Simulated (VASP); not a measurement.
# FeO (P6_3mc) in VASP: single point with LDA+U

Aim: the single point of FeO with LDA+U.

Everything below comes from runs of VASP 6.6.1. Logs are shortened: lines on timing, memory, paths and dates and some standing lists are left out, and cuts for length are marked.

### 1 The cell of the first run

Symmetry: P6_3mc, No. 186, hexagonal system. The conventional cell has a = 3.365 Å, b = 3.365 Å, c = 5.511 Å, α = 90.00°, β = 90.00°, γ = 120.00°. Within 2.7 Å of Fe (site symmetry 3m) lie 4 O at 2.06 to 2.07 Å. Within 2.7 Å of O (site symmetry 3m) lie 4 Fe at 2.06 to 2.07 Å.

### 2 Single point, LDA+U, non-collinear spin, twin_end start, moments held on the sites

File INCAR:

```
SYSTEM = FeO
ALGO = Normal
AMIX = 0.2
AMIX_MAG = 0.8
BMIX = 1E-4
BMIX_MAG = 1E-4
EDIFF = 1E-6
ENCUT = 600
GGA_COMPAT = .False.
ISIF = 2
ISMEAR = 0
ISYM = -1
I_CONSTRAINED_M = 2
KPAR = 4
LAMBDA = 10
LASPH = .True.
LCHARG = .True.
LDAU = .True.
LDAUJ = 0.7 0
LDAUL = 2 -1
LDAUPRINT = 1
LDAUTYPE = 1
LDAUU = 8 0
LMAXMIX = 4
LNONCOLLINEAR = .True.
LORBIT = 11
LREAL = .False.
LVHAR = .True.
LWAVE = .False.
MAGMOM = 0 0 3.41 0 0 -1.71 0 0 0.11 0 0 0.06
M_CONSTR = 0 0 3 0 0 3 0 0 0 0 0 0
NBANDS = 42
NELM = 200
PREC = Accurate
RWIGS = 1.32 0.66
SIGMA = 0.05
```

File KPOINTS:

```
k-points
0
Gamma
  6 6 4
  0 0 0
```

File POSCAR:

```
FeO
1.0
    3.3652081000      0.0000000000      0.0000000000
   -1.6826040500      2.9143557000      0.0000000000
    0.0000000000      0.0000000000      5.5114339000
Fe O
2 2
Direct
    0.6666666667      0.3333333333      0.0000000000
    0.3333333333      0.6666666667      0.5000000000
    0.6666666667      0.3333333333      0.6252000000
    0.3333333333      0.6666666667      0.1252000000
```

Potentials or basis: VASP PAW LDA potentials, release 64 (Fe, O).

On the command line:

```
$ cat potpaw_LDA.64/Fe/POTCAR potpaw_LDA.64/O/POTCAR > POTCAR
$ mpirun -np 4 vasp_ncl > vasp.out
```

OUTCAR:

```text
SYSTEM = FeO
   AMIX = 0.2
   AMIX_MAG = 0.8
   EDIFF = 1E-6
   ENCUT = 600
   ISIF = 2
   ISMEAR = 0
   ISYM = -1
   LASPH = .True.
   LNONCOLLINEAR = .True.
   LORBIT = 11
   LREAL = .False.
   NELM = 200
   PREC = Accurate

 ion  position               nearest neighbor table
   1  0.667  0.333  0.000-   4 2.06   4 2.06   4 2.06   3 2.07
   2  0.333  0.667  0.500-   3 2.06   3 2.06   3 2.06   4 2.07
   3  0.667  0.333  0.625-   2 2.06   2 2.06   2 2.06   1 2.07
   4  0.333  0.667  0.125-   1 2.06   1 2.06   1 2.06   2 2.07

IMPORTANT INFORMATION: All symmetrisations will be switched off!
NOSYMM: (Re-)initialisation of all symmetry stuff for point group C_1.

----------------------------------------------------------------------------------------

                                     Primitive cell

  volume of cell :      54.0529

  direct lattice vectors                    reciprocal lattice vectors
     3.365208100  0.000000000  0.000000000     0.297158443  0.171564507  0.000000000
    -1.682604050  2.914355700  0.000000000     0.000000000  0.343129015  0.000000000
     0.000000000  0.000000000  5.511433900     0.000000000  0.000000000  0.181440986

  length of vectors
     3.365208100  3.365208097  5.511433900     0.343129014  0.343129015  0.181440986

  position of ions in fractional coordinates (direct lattice)
     0.666666667  0.333333333  0.000000000
     0.333333333  0.666666667  0.500000000
     0.666666667  0.333333333  0.625200000
     0.333333333  0.666666667  0.125200000

  ion indices of the primitive-cell ions
   primitive index   ion index
                 1           1
                 2           2
                 3           3
                 4           4

----------------------------------------------------------------------------------------

 KPOINTS: k-points

Automatic generation of k-mesh.
 Grid dimensions read from file:
 generate k-points for:    6    6    4

 Generating k-lattice:

  Cartesian coordinates                     Fractional coordinates (reciprocal lattice)
     0.049526407  0.028594085  0.000000000     0.166666667  0.000000000  0.000000000
     0.000000000  0.057188169  0.000000000     0.000000000  0.166666667  0.000000000
     0.000000000  0.000000000  0.045360246     0.000000000  0.000000000  0.250000000

  Length of vectors
     0.057188169  0.057188169  0.045360246
[... 196 lines left out ...]

 number of electron      27.9999997 magnetization       0.0014079     -0.0006802      8.2910714

 Free energy of the ion-electron system (eV)
  ---------------------------------------------------
  ext. energy  EPLUGINS =         0.00000000
  ---------------------------------------------------
  free energy    TOTEN  =       -25.09775514 eV

  energy without entropy =      -25.09499525  energy(sigma->0) =      -25.09637519

 E-fermi :   4.6032     XC(G=0): -10.8689

 val. band max:        4.6008838083   @ k =   0.5000   0.3333  -0.2500
 cond. band min:       4.6049472196   @ k =   0.0000   0.3333   0.2500
 fundamental gap:      0.0040634113
 Fermi energy:         4.6032041793

 k-point     1 :       0.0000    0.0000    0.0000
  band No.  band energies     occupation
      1     -15.6558      1.00000
      2     -15.3452      1.00000
      3     -15.2599      1.00000
      4     -14.7916      1.00000
      5      -7.0675      1.00000
      6      -6.6805      1.00000
[... 1021 lines left out ...]
     39       8.4549      0.00000
     40       8.8837      0.00000

 [... further k-points ...]

 [bands above 40 left out]

------------------------ aborting loop because EDIFF is reached ----------------------------------------

  FORCE on cell =-STRESS in cart. coord.  units (eV):
  Direction    XX          YY          ZZ          XY          YZ          ZX
  --------------------------------------------------------------------------------------
  -------------------------------------------------------------------------------------
  Total       -2.2934934     -2.7067020     -1.5532348      0.2720497      0.1228215      0.0485226
  in kB      -67.9812264    -80.2291043    -46.0392888      8.0638015      3.6405422      1.4382536
  external PRESSURE =     -64.7498732 kB  Pullay stress =       0.0000000 kB

 VOLUME and BASIS-vectors are now :
 -----------------------------------------------------------------------------
  energy-cutoff  :      600.00
  volume of cell :       54.05
      direct lattice vectors                 reciprocal lattice vectors
     3.365208100  0.000000000  0.000000000     0.297158443  0.171564507  0.000000000
    -1.682604050  2.914355700  0.000000000     0.000000000  0.343129015  0.000000000
     0.000000000  0.000000000  5.511433900     0.000000000  0.000000000  0.181440986

 POSITION                                       TOTAL-FORCE (eV/Angst)
 -----------------------------------------------------------------------------------
      1.68260      0.97145      0.00000        -0.073887     -0.175221      0.285418
     -0.00000      1.94290      2.75572        -0.035086     -0.006053     -0.146826
      1.68260      0.97145      3.44575         0.107313      0.014339      0.168116
     -0.00000      1.94290      0.69003         0.001661      0.166934     -0.306708
 -----------------------------------------------------------------------------------
    total drift:                                0.006954     -0.011529     -0.053814

  FREE ENERGIE OF THE ION-ELECTRON SYSTEM (eV)
  ---------------------------------------------------
  free  energy   TOTEN  =       -25.0977551353 eV

  energy  without entropy=      -25.0949952471  energy(sigma->0) =      -25.09637519

 total charge

# of ion       s       p       d       tot
------------------------------------------
    1        0.352   0.398   6.010   6.760
    2        0.349   0.394   5.851   6.595
    3        1.545   3.412   0.000   4.957
    4        1.545   3.417   0.000   4.962
--------------------------------------------------
tot          3.792   7.621  11.862  23.274

 magnetization (x)

# of ion       s       p       d       tot
------------------------------------------
    1       -0.000  -0.000  -0.003  -0.003
    2        0.000   0.000   0.000   0.000
    3        0.000   0.000   0.000   0.000
    4       -0.000  -0.000   0.000  -0.000
--------------------------------------------------
tot         -0.000   0.000  -0.002  -0.003

 magnetization (y)

# of ion       s       p       d       tot
------------------------------------------
    1        0.000   0.000   0.001   0.001
    2       -0.000  -0.000  -0.003  -0.004
    3       -0.000  -0.000   0.000  -0.000
    4       -0.000   0.000   0.000   0.000
--------------------------------------------------
tot         -0.000  -0.000  -0.003  -0.003

 magnetization (z)

# of ion       s       p       d       tot
------------------------------------------
    1        0.038   0.034   3.978   4.050
    2        0.038   0.033   4.137   4.208
    3        0.006   0.084   0.000   0.090
    4        0.003   0.058   0.000   0.061
--------------------------------------------------
tot          0.085   0.210   8.115   8.410
```

OSZICAR:

```text
N       E                     dE             d eps       ncg     rms          rms(c)

 E_p =  0.16756E+03  lambda =  0.100E+02
<lVp>=  0.31788E+02
 DBL =  0.13578E+03
 ion        MW_int                 M_int
  1  0.000  0.000  1.882    0.000  0.000  2.897
  2  0.000  0.000 -0.938    0.000  0.000 -1.425
  3  0.000  0.000  0.028    0.000  0.000  0.063
  4  0.000  0.000  0.021    0.000  0.000  0.054
[... 187 lines left out ...]
  1  0.000 -0.000  2.908    0.000 -0.000  4.100
  2 -0.000  0.001  2.905   -0.001  0.001  4.094
  3  0.000 -0.000  0.035    0.000 -0.000  0.076
  4  0.000 -0.000  0.024    0.000 -0.000  0.052
DAV:  85    -0.250977551353E+02   -0.60220E-08   -0.41907E-06 12562   0.200E-02
   1 F= -.25097755E+02 E0= -.25096375E+02  d E =-.275989E-02  mag=     0.0021    -0.0002     8.2922

 E_p =  0.17589E+00  lambda =  0.100E+02
 ion             lambda*MW_perp
  1   0.20007E-01  -0.52191E-02  -0.18279E+01
  2   0.10785E-02   0.12764E-01  -0.18922E+01
```

stdout:

```text
POSCAR found type information on POSCAR FeO
 POSCAR found :  2 types and       4 ions
 scaLAPACK will be used
 LDA part: xc-table for (Slater(with rela. corr.)+CA(PZ))
 , standard interpolation
 POSCAR, INCAR and KPOINTS ok, starting setup
 FFT: planning ... GRIDC
 FFT: planning ... GRID_SOFT
 FFT: planning ... GRID
 WAVECAR not read
 entering main loop
```

Run time: 32 min. Hardware: 4 MPI ranks of Intel Xeon Platinum 8488C (Sapphire Rapids), shared host; peak memory 0.7 GiB.

What came out:

```yaml
Free_energy: -25.0978 eV
Largest_force: 0.349 eV/Å
Band_gap_on_the_k_mesh: zero (bands 28 and 29 overlap by 0.88 eV)
Net_moment: 8.29 μB per cell
Valence_electrons_inside_the_program's_atomic_spheres: Fe 6.76, 6.59; O 4.96
```

Forces in eV/Å, atoms in the order of the input:
```
Fe  -0.074 -0.175  0.285
Fe  -0.035 -0.006 -0.147
O    0.107  0.014  0.168
O    0.002  0.167 -0.307
```

Moments on the atoms (μB; x, y, z):
```
Fe  0.00 0.00 4.05
Fe  0.00 0.00 4.21
O   0.00 0.00 0.09
O   0.00 0.00 0.06
```

Caveat: moments held by a penalty. The state reached can hang on the start; a lower one may exist.
